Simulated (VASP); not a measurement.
# NaCl (Fm-3m) in VASP: a series of runs

NaCl is run at these levels: r2SCAN; tasks: relaxation of cell and atoms.

Program: VASP 6.6.1. These are calculated values, not measurements. Logs are shortened: lines on timing, memory, paths and dates and some standing lists are left out, and cuts for length are marked.

## (1) The cell of the first run

Symmetry: Fm-3m, No. 225, cubic system. Conventional cell: a = 5.608 Å, b = 5.608 Å, c = 5.608 Å, α = 90.00°, β = 90.00°, γ = 90.00°. Na (site symmetry m-3m) has 6 Cl at 2.80 Å within 3.7 Å. Cl (site symmetry m-3m) has 6 Na at 2.80 Å within 3.7 Å.

## (2) Relaxation of cell and atoms, r2SCAN, target pressure 10 GPa, at which the enthalpy is minimised

Input file POSCAR:

```
NaCl
1.0
    0.0000000000      2.8039808557      2.8039808557
    2.8039808557      0.0000000000      2.8039808557
    2.8039808557      2.8039808557      0.0000000000
Na Cl
1 1
Direct
    0.0000000000      0.0000000000      0.0000000000
    0.5000000000      0.5000000000      0.5000000000
```

Input file INCAR.step1:

```
PREC = Accurate
ENCUT = 600
ISMEAR = 0
SIGMA = 0.01
LREAL = F
LASPH = T
NELM = 100
GGA = PE
ALGO = Normal
EDIFF = 1E-4
LWAVE = T
LCHARG = F
```

Input file INCAR.step2:

```
PREC = Accurate
ENCUT = 600
EDIFF = 1E-6
ISMEAR = 0
SIGMA = 0.01
LREAL = F
LASPH = T
NELM = 100
ALGO = Normal
ISIF = 3
LWAVE = F
LCHARG = F
METAGGA = R2SCAN
LMIXTAU = T
IBRION = 2
NSW = 100
EDIFFG = -0.002
PSTRESS = 100.0
ISTART = 1
```

Input file KPOINTS:

```
Automatic mesh
0
Gamma
  8 8 8
```

Potentials or basis: VASP PAW PBE potentials, release 64 (Na_pv, Cl).

Launch:

```sh
$ cat potpaw_PBE.64/Na_pv/POTCAR potpaw_PBE.64/Cl/POTCAR > POTCAR
$ cp INCAR.step1 INCAR
$ mpirun -np 1 vasp_std > vasp.out
$ cp INCAR.step2 INCAR
$ mpirun -np 1 vasp_std > vasp.out
```

OUTCAR:

```text
PREC = Accurate
   ENCUT = 600
   EDIFF = 1E-6
   ISMEAR = 0
   LREAL = F
   LASPH = T
   NELM = 100
   ISIF = 3
   METAGGA = R2SCAN
   IBRION = 2
   NSW = 100
   EDIFFG = -0.002
   PSTRESS = 100.0
   ISTART = 1

 ion  position               nearest neighbor table
   1  0.000  0.000  0.000-
   2  0.500  0.500  0.500-

  LATTYP: Found a face centered cubic cell.
 ALAT       =     5.6079617114

  Lattice vectors:

 A1 = (   0.0000000000,   2.8039808557,   2.8039808557)
 A2 = (   2.8039808557,   0.0000000000,   2.8039808557)
 A3 = (   2.8039808557,   2.8039808557,   0.0000000000)

Analysis of symmetry for initial positions (statically):
=====================================================================
 Subroutine PRICEL returns:
 Original cell was already a primitive cell.

 Routine SETGRP: Setting up the symmetry group for a
 face centered cubic supercell.

 Subroutine GETGRP returns: Found 48 space group operations
 (whereof 48 operations were pure point group operations)
 out of a pool of 48 trial point group operations.

The static configuration has the point symmetry O_h .

Analysis of symmetry for dynamics (positions and initial velocities):
=====================================================================
 Subroutine PRICEL returns:
 Original cell was already a primitive cell.

 Routine SETGRP: Setting up the symmetry group for a
 face centered cubic supercell.

 Subroutine GETGRP returns: Found 48 space group operations
 (whereof 48 operations were pure point group operations)
 out of a pool of 48 trial point group operations.

The dynamic configuration has the point symmetry O_h .

 Subroutine INISYM returns: Found 48 space group operations
 (whereof 48 operations are pure point group operations),
 and found     1 'primitive' translations

----------------------------------------------------------------------------------------

                                     Primitive cell

  volume of cell :      44.0915

  direct lattice vectors                    reciprocal lattice vectors
     0.000000000  2.803980856  2.803980856    -0.178317908  0.178317908  0.178317908
     2.803980856  0.000000000  2.803980856     0.178317908 -0.178317908  0.178317908
     2.803980856  2.803980856  0.000000000     0.178317908  0.178317908 -0.178317908

  length of vectors
     3.965427755  3.965427755  3.965427755     0.308855676  0.308855676  0.308855676

  position of ions in fractional coordinates (direct lattice)
     0.000000000  0.000000000  0.000000000
     0.500000000  0.500000000  0.500000000

  ion indices of the primitive-cell ions
   primitive index   ion index
                 1           1
                 2           2

----------------------------------------------------------------------------------------

 KPOINTS: Automatic mesh

Automatic generation of k-mesh.
 Grid dimensions read from file:
 generate k-points for:    8    8    8

 Generating k-lattice:

  Cartesian coordinates                     Fractional coordinates (reciprocal lattice)
    -0.022289738  0.022289738  0.022289738     0.125000000  0.000000000  0.000000000
     0.022289738 -0.022289738  0.022289738     0.000000000  0.125000000  0.000000000
     0.022289738  0.022289738 -0.022289738     0.000000000  0.000000000  0.125000000

  Length of vectors
     0.038606960  0.038606960  0.038606960

  Shift w.r.t. Gamma in fractional coordinates (k-lattice)
     0.000000000  0.000000000  0.000000000

 Subroutine IBZKPT returns following result:
 ===========================================

 Found     29 irreducible k-points:

 Following reciprocal coordinates:
            Coordinates               Weight
  0.000000  0.000000  0.000000      1.000000
  0.125000  0.000000  0.000000      8.000000
  0.250000  0.000000  0.000000      8.000000
  0.375000  0.000000  0.000000      8.000000
  0.500000  0.000000  0.000000      4.000000
  0.125000  0.125000  0.000000      6.000000
[... 16 lines left out ...]
  0.500000  0.250000  0.125000     48.000000
 -0.375000  0.250000  0.125000     24.000000
 [... further k-points ...]
   k-points           NKPTS =     29   k-points in BZ     NKDIM =     29   number of bands    NBANDS=     11
   number of dos      NEDOS =    301   number of ions     NIONS =      2
   total plane-waves  NPLWV =  32768
   dimension x,y,z NGX =    32 NGY =   32 NGZ =   32
   dimension x,y,z NGXF=    64 NGYF=   64 NGZF=   64
   ions per type =               1   1
   NGX,Y,Z   is equivalent  to a cutoff of  13.42, 13.42, 13.42 a.u.
   NGXF,Y,Z  is equivalent  to a cutoff of  26.83, 26.83, 26.83 a.u.
 SYSTEM =  unknown system
   PREC   = accura    normal or accurate (medium, high low for compatibility)
   ISTART =      1    job   : 0-new  1-cont  2-samecut
   ICHARG =      0    charge: 1-file 2-atom 10-const
   ISPIN  =      1    spin polarized calculation?
   LNONCOLLINEAR =      F non collinear calculations
   LSORBIT =      F    spin-orbit coupling
   LASPH  =      T    aspherical Exc in radial PAW
   ENCUT  =  600.0 eV  44.10 Ry    6.64 a.u.   7.92  7.92  7.92*2*pi/ulx,y,z
   NELM   =    100;   NELMIN=  2; NELMDL=  0     # of ELM steps
   EDIFF  = 0.1E-05   stopping-criterion for ELM
   LREAL  =      F    real-space projection
   EDIFFG = -.2E-02   stopping-criterion for IOM
   NSW    =    100    number of steps for IOM
   IBRION =      2    ionic relax: 0-MD 1-quasi-New 2-CG
   NFREE  =      1    steps in history (QN), initial steepest desc. (CG)
   ISIF   =      3    stress and relaxation
   ISYM   =      2    0-nonsym 1-usesym 2-fastsym
   POTIM  = 0.5000    time-step for ionic-motion
   TEBEG  =    0.0;   TEEND  =   0.0 temperature during run
   PSTRESS=  100.0 pullay stress
   NELECT =      14.0000    total number of electrons
   NUPDOWN=      -1.0000    fix difference up-down
   EMIN   =  10.00;   EMAX   =-10.00  energy-range for DOS
   EFERMI =   0.00;   METHOD = LEGACY
   ISMEAR =     0;   SIGMA  =   0.01  broadening in eV -4-tet -1-fermi 0-gaus
   EFERMI_NEDOS =   21; number of points for ismear=-14 and -15
   IALGO  =     38    algorithm
   IMIX   =      4    mixing-type and parameters
     AMIX     =   0.40;   BMIX     =  1.00
     AMIX_MAG =   1.60;   BMIX_MAG =  1.00
  volume/ion in A,a.u.               =      22.05       148.77
  Fermi-wavevector in a.u.,A,eV,Ry     =   1.116861  2.110561 16.971615  1.247379
  Thomas-Fermi vector in A             =   2.253479
   LORBIT       =      0    0 simple, 1 ext, 2 COOP (PROOUT), +10 PAW based schemes
   METAGGA = R2SCAN    functional components
   LHFCALC =     F    Hartree Fock is set to
   AEXX    =    0.0000 exact exchange contribution
   IVDW    =     0    specifies the selected vdW correction
   LEPSILON=     F    determine dielectric tensor
   LRPA    =     F    only Hartree local field effects (RPA)
 conjugate gradient relaxation of ions
 non-spin polarized calculation
 Gauss-broadening in eV      SIGMA  =   0.01
  energy-cutoff  :      600.00
  volume of cell :       44.09
 maximum number of plane-waves:      1480
   NGX = 15   NGY = 15   NGZ = 15

--------------------------------------- Ionic step        1  -------------------------------------------

 number of electron      14.0000009 magnetization

 Free energy of the ion-electron system (eV)
  ---------------------------------------------------
  ext. energy  EPLUGINS =         0.00000000
  ---------------------------------------------------
  free energy    TOTEN  =       -13.79113280 eV

  energy without entropy =      -13.79113280  energy(sigma->0) =      -13.79113280

 E-fermi :  -0.9959     XC(G=0):  -8.7242

 val. band max:       -1.0650577112   @ k =   0.0000   0.0000   0.0000
 cond. band min:       4.9274699421   @ k =   0.0000   0.0000   0.0000
 fundamental gap:      5.9925276533
 Fermi energy:        -0.9959169992

 k-point     1 :       0.0000    0.0000    0.0000
  band No.  band energies     occupation
      1     -22.5546      2.00000
      2     -22.5542      2.00000
      3     -22.5542      2.00000
      4     -14.3262      2.00000
      5      -1.0651      2.00000
      6      -1.0651      2.00000
      7      -1.0651      2.00000
      8       4.9275      0.00000
      9      10.7113      0.00000
     10      10.7113      0.00000
     11      10.7113      0.00000
[... 309 lines left out ...]
 k-point    24 :      -0.3750    0.2500    0.1250
  band No.  band energies     occupation
      1     -22.5788      2.00000
      2     -22.5626      2.00000
      3     -22.5586      2.00000
      4     -13.9335      2.00000
      5      -2.7632      2.00000
      6      -1.8638      2.00000
      7      -1.5030      2.00000
      8       7.9978      0.00000
      9       9.4680      0.00000
     10      10.0330      0.00000
     11      11.5885      0.00000

 [... further k-points ...]
[... 5 lines left out ...]
  --------------------------------------------------------------------------------------
  -------------------------------------------------------------------------------------
  Total       -0.0586862     -0.0586862     -0.0586862      0.0000000     -0.0000000      0.0000000
  in kB       -2.1325119     -2.1325119     -2.1325119      0.0000000     -0.0000000      0.0000000
  external PRESSURE =    -102.1325119 kB  Pullay stress =     100.0000000 kB
[... 175 lines left out ...]
  enthalpy is  TOTEN    =       -11.3790461930 eV   P V=        2.2046279670

--------------------------------------- Ionic step        6  -------------------------------------------

 number of electron      13.9999994 magnetization

 Free energy of the ion-electron system (eV)
  ---------------------------------------------------
  ext. energy  EPLUGINS =         0.00000000
  ---------------------------------------------------
  free energy    TOTEN  =       -13.58257487 eV

  energy without entropy =      -13.58257487  energy(sigma->0) =      -13.58257487

 E-fermi :   0.5338     XC(G=0):  -9.8088

 val. band max:        0.4746511762   @ k =   0.0000   0.0000   0.0000
 cond. band min:       7.5883984472   @ k =   0.0000   0.0000   0.0000
 fundamental gap:      7.1137472710
 Fermi energy:         0.5337595751

 k-point     1 :       0.0000    0.0000    0.0000
  band No.  band energies     occupation
      1     -20.7279      2.00000
      2     -20.7276      2.00000
      3     -20.7276      2.00000
      4     -13.4402      2.00000
      5       0.4746      2.00000
      6       0.4747      2.00000
      7       0.4747      2.00000
      8       7.5884      0.00000
      9      12.3596      0.00000
     10      12.3596      0.00000
     11      12.3596      0.00000
[... 309 lines left out ...]
 k-point    24 :      -0.3750    0.2500    0.1250
  band No.  band energies     occupation
      1     -20.7963      2.00000
      2     -20.7483      2.00000
      3     -20.7381      2.00000
      4     -12.7112      2.00000
      5      -1.9293      2.00000
      6      -0.6969      2.00000
      7      -0.1873      2.00000
      8      10.0899      0.00000
      9      11.5822      0.00000
     10      12.8419      0.00000
     11      13.9154      0.00000

 [... further k-points ...]
[... 5 lines left out ...]
  --------------------------------------------------------------------------------------
  -------------------------------------------------------------------------------------
  Total        2.2042808      2.2042808      2.2042808     -0.0000000     -0.0000000      0.0000000
  in kB      100.0346528    100.0346528    100.0346528     -0.0000000     -0.0000000      0.0000000
  external PRESSURE =       0.0346528 kB  Pullay stress =     100.0000000 kB
[... 17 lines left out ...]
  FREE ENERGIE OF THE ION-ELECTRON SYSTEM (eV)
  ---------------------------------------------------
  free  energy   TOTEN  =       -13.5825748651 eV

  energy  without entropy=      -13.5825748651  energy(sigma->0) =      -13.58257487

  enthalpy is  TOTEN    =       -11.3790576435 eV   P V=        2.2035172216

 reached required accuracy - stopping structural energy minimisation
```

Wall time 2.3 min (1 thread of Intel Xeon 6975P-C (Granite Rapids), shared host); peak memory 0.18 GiB.

What came out:

- Free energy: -13.5826 eV
- Relaxed volume: 17.65 Å³/atom
- Relaxed cell: a = 3.682 Å, b = 3.682 Å, c = 3.682 Å, α = 60.00°, β = 60.00°, γ = 60.00°
- Space group after relaxing (to 0.1 Å): Fm-3m (No. 225)
- Energy change on relaxing (the run minimises the enthalpy): +104.3 meV/atom
- Ionic steps: 6
- Pressure after relaxing: 10.0 GPa
- Band gap on the k mesh: 7.11 eV

The path:
```tsv
step	energy change (eV)	largest force (eV/Å)	pressure (GPa)	volume (Å³)
1	0.0000	0.0000	-0.21	44.09
2	0.1841	0.0000	9.18	35.72
3	0.2068	0.0000	9.93	35.33
4	0.2169	0.0000	10.27	35.17
5	0.2075	0.0000	9.96	35.32
6	0.2086	0.0000	10.00	35.30
```

Final structure:
```xyz
2
Lattice="0.0000 2.6037 2.6037 2.6037 0.0000 2.6037 2.6037 2.6037 0.0000" Properties=species:S:1:pos:R:3 pbc="T T T"
Na    0.0000    0.0000    0.0000
Cl    2.6037    2.6037    2.6037
```

Caveat: the cell is relaxed towards a set pressure, so the run minimises the enthalpy, not the energy; the volume moved by over 15 % at a fixed basis, so the end points are rough; the PAW data sets were made with another functional, which shifts forces and pressure a little.

## (3) Relaxation of cell and atoms, r2SCAN, target pressure 15 GPa, at which the enthalpy is minimised

POSCAR is that of step 2.

Input file INCAR.step1:

```
  PREC = Accurate
  ENCUT = 600
  ISMEAR = 0
  SIGMA = 0.01
  LREAL = False
  LASPH = True
  NELM = 60
  GGA = PE
  ALGO = Normal
  EDIFF = 1E-4
  LWAVE = True
  LCHARG = False
```

Input file INCAR.step2:

```
  PREC = Accurate
  ENCUT = 600
  EDIFF = 1E-6
  ISMEAR = 0
  SIGMA = 0.01
  LREAL = False
  LASPH = True
  NELM = 60
  ALGO = Normal
  ISIF = 3
  LWAVE = False
  LCHARG = False
  METAGGA = R2SCAN
  LMIXTAU = True
  IBRION = 2
  NSW = 100
  EDIFFG = -0.002
  PSTRESS = 150.0
  ISTART = 1
```

KPOINTS is that of step 2.

Potentials or basis: VASP PAW PBE potentials, release 64 (Na_pv, Cl).

Launch:

```sh
$ cat potpaw_PBE.64/Na_pv/POTCAR potpaw_PBE.64/Cl/POTCAR > POTCAR
$ cp INCAR.step1 INCAR
$ mpirun -np 1 vasp_std > vasp.out
$ cp INCAR.step2 INCAR
$ mpirun -np 1 vasp_std > vasp.out
```

It took 80 s on 1 thread of Intel Xeon 6975P-C (Granite Rapids), shared host; peak memory 0.18 GiB.

It converged, with:

| Property | Result |
| --- | --- |
| Free energy | -13.4146 eV |
| Relaxed volume | 16.56 Å³/atom |
| Relaxed cell | a = 3.604 Å, b = 3.604 Å, c = 3.604 Å, α = 60.00°, β = 60.00°, γ = 60.00° |
| Space group after relaxing (to 0.1 Å) | Fm-3m (No. 225) |
| Energy change on relaxing (the run minimises the enthalpy) | +188.3 meV/atom |
| Ionic steps | 3 |
| Pressure after relaxing | 15.0 GPa |
| Band gap on the k mesh | 7.51 eV |

Step by step:
```tsv
step	energy change (eV)	largest force (eV/Å)	pressure (GPa)	volume (Å³)
1	0.0000	0.0000	-0.21	44.09
2	0.4871	0.0000	18.34	32.04
3	0.3766	0.0000	14.99	33.11
```

Final structure:
```
CELL_PARAMETERS angstrom
0.00000 2.54866 2.54866
2.54866 0.00000 2.54866
2.54866 2.54866 0.00000
ATOMIC_POSITIONS crystal
Na 0.00000 0.00000 0.00000
Cl 0.50000 0.50000 0.50000
```

Levels at points of the mesh, in eV from the valence-band top:
```csv
k point,band 4,band 5,band 6,band 7,band 8,band 9,band 10,band 11
"(0.00, 0.00, 0.00)",-14.16,0.00,0.00,0.00,7.51,11.88,11.88,11.88
"(0.50, 0.00, 0.00)",-13.34,-3.06,-0.52,-0.52,8.45,12.42,12.42,14.40
"(0.50, 0.50, 0.00)",-13.31,-2.66,-0.97,-0.97,8.12,9.30,14.79,17.07
```

Caveat: the cell is relaxed towards a set pressure, so the run minimises the enthalpy, not the energy; the volume moved by over 15 % at a fixed basis, so the end points are rough; the PAW data sets were made with another functional, which shifts forces and pressure a little.
